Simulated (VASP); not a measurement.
A run of VASP 6.6.1:

The input INCAR:

```
PREC = Accurate
ENCUT = 520
EDIFF = 1E-6
ISMEAR = 0
SIGMA = 0.1
LREAL = F
LASPH = T
NELM = 80
ALGO = Normal
ISIF = 2
LWAVE = F
LCHARG = T
GGA = PE
LELF = T
LVHAR = T
NBANDS = 32
```

The input KPOINTS:

```
Automatic mesh
0
Gamma
  4 6 4
```

The input POSCAR:

```
HfZrS4
1.0
    6.5310722547      0.0000000000      0.0006493635
    0.0000000000      3.6705386359      0.0000000000
    0.0006979096      0.0000000000      6.3497357979
Zr Hf S
1 1 4
Direct
    0.0000000000      0.0000000000      0.0000000000
    0.0000000000      0.5000000000      0.5000000000
    0.7783829072      0.5000000000      0.1688273844
    0.7788215547      0.0000000000      0.6644633006
    0.2216170928      0.5000000000      0.8311726156
    0.2211784453      0.0000000000      0.3355366994
```

Potentials or basis: VASP PAW PBE potentials, release 64 (Zr_sv, Hf_pv, S).

Command:

```bash
$ cat potpaw_PBE.64/Zr_sv/POTCAR potpaw_PBE.64/Hf_pv/POTCAR potpaw_PBE.64/S/POTCAR > POTCAR
$ mpirun -np 1 vasp_std > vasp.out
```

Hardware: 1 thread of Intel Xeon 8259CL, with other jobs on the host.

**Question.** Estimate the wall time of this run.

**Answer.** Wall time 5.5 min on 1 thread of Intel Xeon 8259CL, on a shared host, peak memory 0.36 GiB. Counts: scf iterations 15, k points 40.
